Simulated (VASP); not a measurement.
# Nb3Sn (Pm-3n) in VASP: single point with PBE

Aim: the single point of Nb3Sn with PBE.

All numbers are computed with VASP 6.6.1; they aren't measurements. Logs are shortened: lines on timing, memory, paths and dates and some standing lists are left out, and cuts for length are marked.

### Step 1. The cell of the first run

The structure is cubic, space group Pm-3n (No. 223). The conventional cell has a = 5.282 Å, b = 5.282 Å, c = 5.282 Å, α = 90.00°, β = 90.00°, γ = 90.00°. Nb (site symmetry -4m2) has 10 Nb at 2.64 to 3.23 Å and 4 Sn at 2.95 Å within 3.5 Å. Within 3.9 Å of Sn (site symmetry m-3) lie 12 Nb at 2.95 Å.

### Step 2. Single point, PBE

INCAR reads:

```
ALGO     = Normal         # electronic algorithm
EDIFF    = 1E-6           # SCF threshold, eV
ENCUT    = 520            # plane-wave cutoff, eV
GGA      = PE             # functional
ISIF     = 2              # what is computed and relaxed
ISMEAR   = -1             # smearing method
LASPH    = True           # aspherical terms in the spheres
LCHARG   = True           # write CHGCAR
LELF     = True           # ELF
LREAL    = False          # projectors in reciprocal space
LVHAR    = True         
LWAVE    = False          # write WAVECAR
NBANDS   = 63             # bands
NELM     = 100            # most SCF steps
PREC     = Accurate       # precision mode
SIGMA    = 0.05           # smearing width, eV
```

KPOINTS reads:

```
k-points
0
Gamma
  6 6 6
```

POSCAR reads:

```
Nb3Sn
1.0
    5.2821000000      0.0000000000      0.0000000000
    0.0000000000      5.2821000000      0.0000000000
    0.0000000000      0.0000000000      5.2821000000
Nb Sn
6 2
Direct
    0.2500000000      0.0000000000      0.5000000000
    0.5000000000      0.7500000000      0.0000000000
    0.7500000000      0.0000000000      0.5000000000
    0.5000000000      0.2500000000      0.0000000000
    0.0000000000      0.5000000000      0.7500000000
    0.0000000000      0.5000000000      0.2500000000
    0.0000000000      0.0000000000      0.0000000000
    0.5000000000      0.5000000000      0.5000000000
```

Potentials or basis: VASP PAW PBE potentials, release 64 (Nb_sv, Sn_d).

The run is started by

```
$ cat potpaw_PBE.64/Nb_sv/POTCAR potpaw_PBE.64/Sn_d/POTCAR > POTCAR
$ mpirun -np 1 vasp_std > vasp.out
```

OUTCAR:

```text
EDIFF = 1E-6
   ENCUT = 520
   GGA = PE
   ISIF = 2
   ISMEAR = -1
   LASPH = True
   LREAL = False
   NELM = 100
   PREC = Accurate

 ion  position               nearest neighbor table
   1  0.250  0.000  0.500-   3 2.64   3 2.64   8 2.95   7 2.95   8 2.95   7 2.95
   2  0.500  0.750  0.000-   4 2.64   4 2.64   8 2.95   8 2.95   7 2.95   7 2.95
   3  0.750  0.000  0.500-   1 2.64   1 2.64   8 2.95   7 2.95   8 2.95   7 2.95
   4  0.500  0.250  0.000-   2 2.64   2 2.64   8 2.95   8 2.95   7 2.95   7 2.95
   5  0.000  0.500  0.750-   6 2.64   6 2.64   8 2.95   7 2.95   7 2.95   8 2.95
   6  0.000  0.500  0.250-   5 2.64   5 2.64   8 2.95   7 2.95   7 2.95   8 2.95
   7  0.000  0.000  0.000-   1 2.95   2 2.95   3 2.95   4 2.95   5 2.95   6 2.95   1 2.95   3 2.95
                             5 2.95   6 2.95   2 2.95   4 2.95
   8  0.500  0.500  0.500-   1 2.95   2 2.95   3 2.95   4 2.95   5 2.95   6 2.95   2 2.95   4 2.95
                             1 2.95   3 2.95   5 2.95   6 2.95

  LATTYP: Found a simple cubic cell.
 ALAT       =     5.2821000000

  Lattice vectors:

 A1 = (   5.2821000000,   0.0000000000,   0.0000000000)
 A2 = (   0.0000000000,   5.2821000000,   0.0000000000)
 A3 = (   0.0000000000,   0.0000000000,   5.2821000000)

Analysis of symmetry for initial positions (statically):
=====================================================================
 Subroutine PRICEL returns:
 Original cell was already a primitive cell.

 Routine SETGRP: Setting up the symmetry group for a
 simple cubic supercell.

 Subroutine GETGRP returns: Found 48 space group operations
 (whereof 24 operations were pure point group operations)
 out of a pool of 48 trial point group operations.

The static configuration has the point symmetry T_h .
 The point group associated with its full space group is O_h .

Analysis of symmetry for dynamics (positions and initial velocities):
=====================================================================
 Subroutine PRICEL returns:
 Original cell was already a primitive cell.

 Routine SETGRP: Setting up the symmetry group for a
 simple cubic supercell.

 Subroutine GETGRP returns: Found 48 space group operations
 (whereof 24 operations were pure point group operations)
 out of a pool of 48 trial point group operations.

The dynamic configuration has the point symmetry T_h .
 The point group associated with its full space group is O_h .

 Subroutine INISYM returns: Found 48 space group operations
 (whereof 24 operations are pure point group operations),
 and found     1 'primitive' translations

----------------------------------------------------------------------------------------

                                     Primitive cell

  volume of cell :     147.3737

  direct lattice vectors                    reciprocal lattice vectors
     5.282100000  0.000000000  0.000000000     0.189318642  0.000000000  0.000000000
     0.000000000  5.282100000  0.000000000     0.000000000  0.189318642  0.000000000
     0.000000000  0.000000000  5.282100000     0.000000000  0.000000000  0.189318642

  length of vectors
     5.282100000  5.282100000  5.282100000     0.189318642  0.189318642  0.189318642

  position of ions in fractional coordinates (direct lattice)
     0.250000000  0.000000000  0.500000000
     0.500000000  0.750000000  0.000000000
     0.750000000  0.000000000  0.500000000
     0.500000000  0.250000000  0.000000000
     0.000000000  0.500000000  0.750000000
     0.000000000  0.500000000  0.250000000
     0.000000000  0.000000000  0.000000000
     0.500000000  0.500000000  0.500000000

  ion indices of the primitive-cell ions
   primitive index   ion index
                 1           1
                 2           2
                 3           3
                 4           4
                 5           5
                 6           6
                 7           7
                 8           8

----------------------------------------------------------------------------------------

 KPOINTS: k-points

Automatic generation of k-mesh.
 Grid dimensions read from file:
 generate k-points for:    6    6    6

 Generating k-lattice:

  Cartesian coordinates                     Fractional coordinates (reciprocal lattice)
     0.031553107  0.000000000  0.000000000     0.166666667  0.000000000  0.000000000
     0.000000000  0.031553107  0.000000000     0.000000000  0.166666667  0.000000000
     0.000000000  0.000000000  0.031553107     0.000000000  0.000000000  0.166666667

  Length of vectors
     0.031553107  0.031553107  0.031553107

  Shift w.r.t. Gamma in fractional coordinates (k-lattice)
     0.000000000  0.000000000  0.000000000

 Subroutine IBZKPT returns following result:
 ===========================================

 Found     20 irreducible k-points:

 Following reciprocal coordinates:
            Coordinates               Weight
  0.000000  0.000000  0.000000      1.000000
  0.166667  0.000000  0.000000      6.000000
  0.333333  0.000000  0.000000      6.000000
  0.500000  0.000000  0.000000      3.000000
  0.166667  0.166667  0.000000     12.000000
  0.333333  0.166667  0.000000     24.000000
[... 12 lines left out ...]
  0.500000  0.500000  0.333333      6.000000
  0.500000  0.500000  0.500000      1.000000
   k-points           NKPTS =     20   k-points in BZ     NKDIM =     20   number of bands    NBANDS=     63
   number of dos      NEDOS =    301   number of ions     NIONS =      8
   total plane-waves  NPLWV =  64000
   dimension x,y,z NGX =    40 NGY =   40 NGZ =   40
   dimension x,y,z NGXF=    80 NGYF=   80 NGZF=   80
   ions per type =               6   2
   NGX,Y,Z   is equivalent  to a cutoff of  12.59, 12.59, 12.59 a.u.
   NGXF,Y,Z  is equivalent  to a cutoff of  25.18, 25.18, 25.18 a.u.
 SYSTEM =  unknown system
   PREC   = accura    normal or accurate (medium, high low for compatibility)
   ISTART =      0    job   : 0-new  1-cont  2-samecut
   ICHARG =      2    charge: 1-file 2-atom 10-const
   ISPIN  =      1    spin polarized calculation?
   LNONCOLLINEAR =      F non collinear calculations
   LSORBIT =      F    spin-orbit coupling
   LASPH  =      T    aspherical Exc in radial PAW
   ENCUT  =  520.0 eV  38.22 Ry    6.18 a.u.   9.82  9.82  9.82*2*pi/ulx,y,z
   NELM   =    100;   NELMIN=  2; NELMDL= -5     # of ELM steps
   EDIFF  = 0.1E-05   stopping-criterion for ELM
   LREAL  =      F    real-space projection
   EDIFFG = 0.1E-04   stopping-criterion for IOM
   NSW    =      0    number of steps for IOM
   IBRION =     -1    ionic relax: 0-MD 1-quasi-New 2-CG
   NFREE  =      0    steps in history (QN), initial steepest desc. (CG)
   ISIF   =      2    stress and relaxation
   ISYM   =      2    0-nonsym 1-usesym 2-fastsym
   POTIM  = 0.5000    time-step for ionic-motion
   TEBEG  =    0.0;   TEEND  =   0.0 temperature during run
   PSTRESS=    0.0 pullay stress
   NELECT =     106.0000    total number of electrons
   NUPDOWN=      -1.0000    fix difference up-down
   EMIN   =  10.00;   EMAX   =-10.00  energy-range for DOS
   EFERMI =   0.00;   METHOD = LEGACY
   ISMEAR =    -1;   SIGMA  =   0.05  broadening in eV -4-tet -1-fermi 0-gaus
   EFERMI_NEDOS =   21; number of points for ismear=-14 and -15
   IALGO  =     38    algorithm
   IMIX   =      4    mixing-type and parameters
     AMIX     =   0.40;   BMIX     =  1.00
     AMIX_MAG =   1.60;   BMIX_MAG =  1.00
  volume/ion in A,a.u.               =      18.42       124.32
  Fermi-wavevector in a.u.,A,eV,Ry     =   1.466798  2.771845 29.272866  2.151495
  Thomas-Fermi vector in A             =   2.582492
   LORBIT       =      0    0 simple, 1 ext, 2 COOP (PROOUT), +10 PAW based schemes
   GGA     = PE    functional components
[... 5 lines left out ...]
 non-spin polarized calculation
  energy-cutoff  :      520.00
  volume of cell :      147.37
 maximum number of plane-waves:      3988
 NGX is ok and might be reduce to    40
   NGX = 19   NGY = 19   NGZ = 19

 number of electron     106.0000022 magnetization

 Free energy of the ion-electron system (eV)
  ---------------------------------------------------
  ext. energy  EPLUGINS =         0.00000000
  ---------------------------------------------------
  free energy    TOTEN  =       -70.39091720 eV

  energy without entropy =      -70.28651668  energy(sigma->0) =      -70.33871694

 E-fermi :  11.4559     XC(G=0): -12.3667

 val. band max:       11.4540149715   @ k =   0.1667   0.0000   0.0000
 cond. band min:      11.4609984134   @ k =   0.1667   0.1667   0.1667
 fundamental gap:      0.0069834420
 Fermi energy:        11.4558736653

 k-point     1 :       0.0000    0.0000    0.0000
  band No.  band energies     occupation
      1     -43.1215      2.00000
      2     -43.0485      2.00000
      3     -43.0485      2.00000
      4     -42.8258      2.00000
      5     -42.8258      2.00000
      6     -42.8258      2.00000
[... 55 lines left out ...]
     62      15.1346      0.00000
     63      15.2759      0.00000

 k-point     2 :       0.1667    0.0000    0.0000
  band No.  band energies     occupation
      1     -43.1135      2.00000
      2     -43.0522      2.00000
      3     -43.0372      2.00000
      4     -42.8424      2.00000
      5     -42.8258      2.00000
      6     -42.8258      2.00000
[... 55 lines left out ...]
     62      15.0110      0.00000
     63      15.1368      0.00000

 k-point     3 :       0.3333    0.0000    0.0000
  band No.  band energies     occupation
      1     -43.0958      2.00000
      2     -43.0625      2.00000
      3     -43.0017      2.00000
      4     -42.8872      2.00000
      5     -42.8258      2.00000
      6     -42.8258      2.00000
[... 1111 lines left out ...]
     62      13.9425      0.00000
     63      14.2054      0.00000

 k-point    20 :       0.5000    0.5000    0.5000
  band No.  band energies     occupation
      1     -42.9512      2.00000
      2     -42.9512      2.00000
      3     -42.9512      2.00000
      4     -42.9512      2.00000
      5     -42.9512      2.00000
      6     -42.9512      2.00000
[... 55 lines left out ...]
     62      13.9563      0.00000
     63      13.9583      0.00000

------------------------ aborting loop because EDIFF is reached ----------------------------------------

  FORCE on cell =-STRESS in cart. coord.  units (eV):
  Direction    XX          YY          ZZ          XY          YZ          ZX
  --------------------------------------------------------------------------------------
  -------------------------------------------------------------------------------------
  Total        2.9983261      2.9983261      2.9983261     -0.0000000     -0.0000000      0.0000000
  in kB       32.5963963     32.5963963     32.5963963     -0.0000000     -0.0000000      0.0000000
  external PRESSURE =      32.5963963 kB  Pullay stress =       0.0000000 kB

 VOLUME and BASIS-vectors are now :
 -----------------------------------------------------------------------------
  energy-cutoff  :      520.00
  volume of cell :      147.37
      direct lattice vectors                 reciprocal lattice vectors
     5.282100000  0.000000000  0.000000000     0.189318642  0.000000000  0.000000000
     0.000000000  5.282100000  0.000000000     0.000000000  0.189318642  0.000000000
     0.000000000  0.000000000  5.282100000     0.000000000  0.000000000  0.189318642

 POSITION                                       TOTAL-FORCE (eV/Angst)
 -----------------------------------------------------------------------------------
      1.32052      0.00000      2.64105         0.000000      0.000000     -0.000000
      2.64105      3.96157      0.00000        -0.000000     -0.000000      0.000000
      3.96157      0.00000      2.64105        -0.000000     -0.000000     -0.000000
      2.64105      1.32052      0.00000         0.000000      0.000000      0.000000
      0.00000      2.64105      3.96157        -0.000000     -0.000000      0.000000
      0.00000      2.64105      1.32052         0.000000     -0.000000      0.000000
      0.00000      0.00000      0.00000         0.000000     -0.000000      0.000000
      2.64105      2.64105      2.64105         0.000000     -0.000000      0.000000
 -----------------------------------------------------------------------------------
    total drift:                                0.000000     -0.000000      0.000000

  FREE ENERGIE OF THE ION-ELECTRON SYSTEM (eV)
  ---------------------------------------------------
  free  energy   TOTEN  =       -70.3909172009 eV

  energy  without entropy=      -70.2865166784  energy(sigma->0) =      -70.33871694
```

Wall time 4.1 min (1 thread of AMD EPYC 7R43 (Zen 3), shared host); peak memory 0.28 GiB.

Results:

```
Free energy            : -70.3909 eV
Pressure               : 3.3 GPa
Band gap on the k mesh : zero (bands 53 and 54 overlap by 0.57 eV)
```

Levels at points of the mesh, in eV from the Fermi level:
```tsv
k point	band 50	band 51	band 52	band 53	band 54	band 55	band 56	band 57
(0.00, 0.00, 0.00)	-0.55	-0.55	-0.55	-0.07	-0.07	2.38	2.38	2.38
(0.50, 0.00, 0.00)	-1.02	-0.85	-0.85	-0.38	-0.38	1.52	1.52	2.18
(0.50, 0.50, 0.00)	0.09	0.16	0.16	0.19	0.58	0.63	0.63	0.76
(0.50, 0.50, 0.50)	0.03	0.03	0.03	0.12	0.12	0.12	0.12	0.12
```

Caveat: the cell stands under pressure; spin-orbit coupling is left out, which moves the levels of the heavy elements.
